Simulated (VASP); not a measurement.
# CaHg (Pm-3m) in VASP: single point with LDA

Aim: the single point of CaHg with LDA.

Program: VASP 6.6.1. These are calculated values, not measurements. Logs are shortened: lines on timing, memory, paths and dates and some standing lists are left out, and cuts for length are marked.

## Step 1: The cell of the first run

Symmetry: Pm-3m, No. 221, cubic system. The conventional cell has a = 3.755 Å, b = 3.755 Å, c = 3.755 Å, α = 90.00°, β = 90.00°, γ = 90.00°. Within 4.3 Å of Ca (site symmetry m-3m) lie 8 Hg at 3.25 Å and 6 Ca at 3.75 Å. Within 4.3 Å of Hg (site symmetry m-3m) lie 8 Ca at 3.25 Å and 6 Hg at 3.75 Å.

## Step 2: Single point, LDA

The input, INCAR:

```
ALGO = Normal
EDIFF = 1E-6
ENCUT = 500
GGA = CA
GGA_COMPAT = F
ISIF = 2
ISMEAR = -1
LASPH = T
LCHARG = T
LELF = T
LREAL = F
LVHAR = T
LWAVE = F
NBANDS = 18
NELM = 120
PREC = Accurate
SIGMA = 0.05
```

The input, KPOINTS:

```
k-points
0
Gamma
  6 6 6
```

The input, POSCAR:

```
CaHg
1.0
    3.7546550000      0.0000000000      0.0000000000
    0.0000000000      3.7546550000      0.0000000000
    0.0000000000      0.0000000000      3.7546550000
Ca Hg
1 1
Direct
    0.0000000000      0.0000000000      0.0000000000
    0.5000000000      0.5000000000      0.5000000000
```

Potentials or basis: VASP PAW LDA potentials, release 64 (Ca_sv, Hg).

On the command line:

```
$ cat potpaw_LDA.64/Ca_sv/POTCAR potpaw_LDA.64/Hg/POTCAR > POTCAR
$ mpirun -np 1 vasp_std > vasp.out
```

OUTCAR:

```text
EDIFF = 1E-6
   ENCUT = 500
   GGA = CA
   ISIF = 2
   ISMEAR = -1
   LASPH = T
   LREAL = F
   NELM = 120
   PREC = Accurate

 ion  position               nearest neighbor table
   1  0.000  0.000  0.000-   2 3.25   2 3.25   2 3.25   2 3.25   2 3.25   2 3.25   2 3.25   2 3.25

   2  0.500  0.500  0.500-   1 3.25   1 3.25   1 3.25   1 3.25   1 3.25   1 3.25   1 3.25   1 3.25

  LATTYP: Found a simple cubic cell.
 ALAT       =     3.7546550000

  Lattice vectors:

 A1 = (   3.7546550000,   0.0000000000,   0.0000000000)
 A2 = (   0.0000000000,   3.7546550000,   0.0000000000)
 A3 = (   0.0000000000,   0.0000000000,   3.7546550000)

Analysis of symmetry for initial positions (statically):
=====================================================================
 Subroutine PRICEL returns:
 Original cell was already a primitive cell.

 Routine SETGRP: Setting up the symmetry group for a
 simple cubic supercell.

 Subroutine GETGRP returns: Found 48 space group operations
 (whereof 48 operations were pure point group operations)
 out of a pool of 48 trial point group operations.

The static configuration has the point symmetry O_h .

Analysis of symmetry for dynamics (positions and initial velocities):
=====================================================================
 Subroutine PRICEL returns:
 Original cell was already a primitive cell.

 Routine SETGRP: Setting up the symmetry group for a
 simple cubic supercell.

 Subroutine GETGRP returns: Found 48 space group operations
 (whereof 48 operations were pure point group operations)
 out of a pool of 48 trial point group operations.

The dynamic configuration has the point symmetry O_h .

 Subroutine INISYM returns: Found 48 space group operations
 (whereof 48 operations are pure point group operations),
 and found     1 'primitive' translations

----------------------------------------------------------------------------------------

                                     Primitive cell

  volume of cell :      52.9310

  direct lattice vectors                    reciprocal lattice vectors
     3.754655000  0.000000000  0.000000000     0.266336055  0.000000000  0.000000000
     0.000000000  3.754655000  0.000000000     0.000000000  0.266336055  0.000000000
     0.000000000  0.000000000  3.754655000     0.000000000  0.000000000  0.266336055

  length of vectors
     3.754655000  3.754655000  3.754655000     0.266336055  0.266336055  0.266336055

  position of ions in fractional coordinates (direct lattice)
     0.000000000  0.000000000  0.000000000
     0.500000000  0.500000000  0.500000000

  ion indices of the primitive-cell ions
   primitive index   ion index
                 1           1
                 2           2

----------------------------------------------------------------------------------------

 KPOINTS: k-points

Automatic generation of k-mesh.
 Grid dimensions read from file:
 generate k-points for:    6    6    6

 Generating k-lattice:

  Cartesian coordinates                     Fractional coordinates (reciprocal lattice)
     0.044389342  0.000000000  0.000000000     0.166666667  0.000000000  0.000000000
     0.000000000  0.044389342  0.000000000     0.000000000  0.166666667  0.000000000
     0.000000000  0.000000000  0.044389342     0.000000000  0.000000000  0.166666667

  Length of vectors
     0.044389342  0.044389342  0.044389342

  Shift w.r.t. Gamma in fractional coordinates (k-lattice)
     0.000000000  0.000000000  0.000000000

 Subroutine IBZKPT returns following result:
 ===========================================

 Found     20 irreducible k-points:

 Following reciprocal coordinates:
            Coordinates               Weight
  0.000000  0.000000  0.000000      1.000000
  0.166667  0.000000  0.000000      6.000000
  0.333333  0.000000  0.000000      6.000000
  0.500000  0.000000  0.000000      3.000000
  0.166667  0.166667  0.000000     12.000000
  0.333333  0.166667  0.000000     24.000000
[... 12 lines left out ...]
  0.500000  0.500000  0.333333      6.000000
  0.500000  0.500000  0.500000      1.000000
   k-points           NKPTS =     20   k-points in BZ     NKDIM =     20   number of bands    NBANDS=     18
   number of dos      NEDOS =    301   number of ions     NIONS =      2
   total plane-waves  NPLWV =  21952
   dimension x,y,z NGX =    28 NGY =   28 NGZ =   28
   dimension x,y,z NGXF=    56 NGYF=   56 NGZF=   56
   ions per type =               1   1
   NGX,Y,Z   is equivalent  to a cutoff of  12.40, 12.40, 12.40 a.u.
   NGXF,Y,Z  is equivalent  to a cutoff of  24.80, 24.80, 24.80 a.u.
 SYSTEM =  unknown system
   PREC   = accura    normal or accurate (medium, high low for compatibility)
   ISTART =      0    job   : 0-new  1-cont  2-samecut
   ICHARG =      2    charge: 1-file 2-atom 10-const
   ISPIN  =      1    spin polarized calculation?
   LNONCOLLINEAR =      F non collinear calculations
   LSORBIT =      F    spin-orbit coupling
   LASPH  =      T    aspherical Exc in radial PAW
   ENCUT  =  500.0 eV  36.75 Ry    6.06 a.u.   6.85  6.85  6.85*2*pi/ulx,y,z
   NELM   =    120;   NELMIN=  2; NELMDL= -5     # of ELM steps
   EDIFF  = 0.1E-05   stopping-criterion for ELM
   LREAL  =      F    real-space projection
   EDIFFG = 0.1E-04   stopping-criterion for IOM
   NSW    =      0    number of steps for IOM
   IBRION =     -1    ionic relax: 0-MD 1-quasi-New 2-CG
   NFREE  =      0    steps in history (QN), initial steepest desc. (CG)
   ISIF   =      2    stress and relaxation
   ISYM   =      2    0-nonsym 1-usesym 2-fastsym
   POTIM  = 0.5000    time-step for ionic-motion
   TEBEG  =    0.0;   TEEND  =   0.0 temperature during run
   PSTRESS=    0.0 pullay stress
   NELECT =      22.0000    total number of electrons
   NUPDOWN=      -1.0000    fix difference up-down
   EMIN   =  10.00;   EMAX   =-10.00  energy-range for DOS
   EFERMI =   0.00;   METHOD = LEGACY
   ISMEAR =    -1;   SIGMA  =   0.05  broadening in eV -4-tet -1-fermi 0-gaus
   EFERMI_NEDOS =   21; number of points for ismear=-14 and -15
   IALGO  =     38    algorithm
   IMIX   =      4    mixing-type and parameters
     AMIX     =   0.40;   BMIX     =  1.00
     AMIX_MAG =   1.60;   BMIX_MAG =  1.00
  volume/ion in A,a.u.               =      26.47       178.60
  Fermi-wavevector in a.u.,A,eV,Ry     =   1.221741  2.308755 20.308739  1.492650
  Thomas-Fermi vector in A             =   2.356912
   LORBIT       =      0    0 simple, 1 ext, 2 COOP (PROOUT), +10 PAW based schemes
   GGA     = CA    functional components
   LHFCALC =     F    Hartree Fock is set to
   AEXX    =    0.0000 exact exchange contribution
   IVDW    =     0    specifies the selected vdW correction
   LEPSILON=     F    determine dielectric tensor
   LRPA    =     F    only Hartree local field effects (RPA)
 non-spin polarized calculation
  energy-cutoff  :      500.00
  volume of cell :       52.93
 maximum number of plane-waves:      1376
 NGX is ok and might be reduce to    28
   NGX = 13   NGY = 13   NGZ = 13

 number of electron      22.0000000 magnetization

 Free energy of the ion-electron system (eV)
  ---------------------------------------------------
  ext. energy  EPLUGINS =         0.00000000
  ---------------------------------------------------
  free energy    TOTEN  =        -4.47483025 eV

  energy without entropy =       -4.45620448  energy(sigma->0) =       -4.46551736

 E-fermi :   3.0457     XC(G=0): -10.0980

 val. band max:        3.0324752946   @ k =   0.5000   0.3333   0.3333
 cond. band min:       3.0718646004   @ k =   0.3333   0.3333   0.3333
 fundamental gap:      0.0393893058
 Fermi energy:         3.0456831792

 k-point     1 :       0.0000    0.0000    0.0000
  band No.  band energies     occupation
      1     -37.7693      2.00000
      2     -19.0323      2.00000
      3     -19.0323      2.00000
      4     -19.0323      2.00000
      5      -4.4300      2.00000
      6      -4.4300      2.00000
[... 10 lines left out ...]
     17       7.4905      0.00000
     18       7.4905      0.00000

 k-point     2 :       0.1667    0.0000    0.0000
  band No.  band energies     occupation
      1     -37.7669      2.00000
      2     -19.0673      2.00000
      3     -19.0300      2.00000
      4     -19.0300      2.00000
      5      -4.4073      2.00000
      6      -4.3514      2.00000
[... 10 lines left out ...]
     17       8.9753      0.00000
     18       8.9753      0.00000

 k-point     3 :       0.3333    0.0000    0.0000
  band No.  band energies     occupation
      1     -37.7622      2.00000
      2     -19.1365      2.00000
      3     -19.0253      2.00000
      4     -19.0253      2.00000
      5      -4.3613      2.00000
      6      -4.2177      2.00000
[... 10 lines left out ...]
     17      10.8358      0.00000
     18      10.8358      0.00000

 k-point     4 :       0.5000    0.0000    0.0000
  band No.  band energies     occupation
      1     -37.7599      2.00000
      2     -19.1705      2.00000
      3     -19.0229      2.00000
      4     -19.0229      2.00000
      5      -4.3380      2.00000
      6      -4.1522      2.00000
[... 10 lines left out ...]
     17      11.5630      0.00000
     18      12.5792      0.00000

 k-point     5 :       0.1667    0.1667    0.0000
  band No.  band energies     occupation
      1     -37.7646      2.00000
      2     -19.0670      2.00000
      3     -19.0609      2.00000
      4     -19.0273      2.00000
      5      -4.3653      2.00000
      6      -4.2577      2.00000
[... 10 lines left out ...]
     17       8.0908      0.00000
     18       9.6424      0.00000

 k-point     6 :       0.3333    0.1667    0.0000
  band No.  band energies     occupation
      1     -37.7600      2.00000
      2     -19.1313      2.00000
      3     -19.0571      2.00000
      4     -19.0221      2.00000
      5      -4.3197      2.00000
      6      -4.1440      2.00000
[... 10 lines left out ...]
     17       9.0624      0.00000
     18      11.0347      0.00000

 k-point     7 :       0.5000    0.1667    0.0000
  band No.  band energies     occupation
      1     -37.7577      2.00000
      2     -19.1643      2.00000
      3     -19.0539      2.00000
      4     -19.0195      2.00000
      5      -4.2990      2.00000
      6      -4.1740      2.00000
[... 10 lines left out ...]
     17       9.8135      0.00000
     18      11.2730      0.00000

 k-point     8 :       0.3333    0.3333    0.0000
  band No.  band energies     occupation
      1     -37.7556      2.00000
      2     -19.1235      2.00000
      3     -19.1175      2.00000
      4     -19.0157      2.00000
      5      -4.3007      2.00000
      6      -4.2842      2.00000
[... 10 lines left out ...]
     17       8.3480      0.00000
     18      10.5988      0.00000
[... 145 lines left out ...]
     17       8.1422      0.00000
     18       9.8484      0.00000

 k-point    16 :       0.5000    0.5000    0.1667
  band No.  band energies     occupation
      1     -37.7490      2.00000
      2     -19.1426      2.00000
      3     -19.1426      2.00000
      4     -19.0405      2.00000
      5      -4.3985      2.00000
      6      -4.1671      2.00000
[... 10 lines left out ...]
     17       8.0489      0.00000
     18       9.2267      0.00000

 k-point    17 :       0.3333    0.3333    0.3333
  band No.  band energies     occupation
      1     -37.7490      2.00000
      2     -19.1108      2.00000
      3     -19.1090      2.00000
      4     -19.1090      2.00000
      5      -4.2670      2.00000
      6      -4.1978      2.00000
[... 10 lines left out ...]
     17       9.2923      0.00000
     18       9.2923      0.00000

 k-point    18 :       0.5000    0.3333    0.3333
  band No.  band energies     occupation
      1     -37.7468      2.00000
      2     -19.1405      2.00000
      3     -19.1062      2.00000
      4     -19.1058      2.00000
      5      -4.3041      2.00000
      6      -4.2352      2.00000
[... 10 lines left out ...]
     17       8.3076      0.00000
     18      10.2693      0.00000

 k-point    19 :       0.5000    0.5000    0.3333
  band No.  band energies     occupation
      1     -37.7446      2.00000
      2     -19.1367      2.00000
      3     -19.1367      2.00000
      4     -19.1029      2.00000
      5      -4.3188      2.00000
      6      -4.2432      2.00000
[... 10 lines left out ...]
     17       8.0848      0.00000
     18       9.0431      0.00000

 k-point    20 :       0.5000    0.5000    0.5000
  band No.  band energies     occupation
      1     -37.7424      2.00000
      2     -19.1339      2.00000
      3     -19.1339      2.00000
      4     -19.1339      2.00000
      5      -4.2802      2.00000
      6      -4.2802      2.00000
[... 10 lines left out ...]
     17       8.1633      0.00000
     18       8.1633      0.00000

------------------------ aborting loop because EDIFF is reached ----------------------------------------

  FORCE on cell =-STRESS in cart. coord.  units (eV):
  Direction    XX          YY          ZZ          XY          YZ          ZX
  --------------------------------------------------------------------------------------
  -------------------------------------------------------------------------------------
  Total       -0.9099166     -0.9099166     -0.9099166     -0.0000000     -0.0000000      0.0000000
  in kB      -27.5424188    -27.5424188    -27.5424188     -0.0000000     -0.0000000      0.0000000
  external PRESSURE =     -27.5424188 kB  Pullay stress =       0.0000000 kB

 VOLUME and BASIS-vectors are now :
 -----------------------------------------------------------------------------
  energy-cutoff  :      500.00
  volume of cell :       52.93
      direct lattice vectors                 reciprocal lattice vectors
     3.754655000  0.000000000  0.000000000     0.266336055  0.000000000  0.000000000
     0.000000000  3.754655000  0.000000000     0.000000000  0.266336055  0.000000000
     0.000000000  0.000000000  3.754655000     0.000000000  0.000000000  0.266336055

 POSITION                                       TOTAL-FORCE (eV/Angst)
 -----------------------------------------------------------------------------------
      0.00000      0.00000      0.00000         0.000000      0.000000      0.000000
      1.87733      1.87733      1.87733         0.000000      0.000000      0.000000
 -----------------------------------------------------------------------------------
    total drift:                                0.000000      0.000000      0.000000

  FREE ENERGIE OF THE ION-ELECTRON SYSTEM (eV)
  ---------------------------------------------------
  free  energy   TOTEN  =        -4.4748302466 eV

  energy  without entropy=       -4.4562044752  energy(sigma->0) =       -4.46551736
```

Run time: 19 s. Hardware: 1 thread of Intel Xeon 8259CL, shared host; peak memory 0.15 GiB.

What came out:

| Property | Result |
| --- | --- |
| Free energy | -4.4748 eV |
| Pressure | -2.8 GPa |
| Band gap on the k mesh | zero (band 11 reaches 4.78 eV, above the bottom of band 12 at 2.32 eV) |

Caveat: spin-orbit coupling is left out, which moves the levels of the heavy elements.
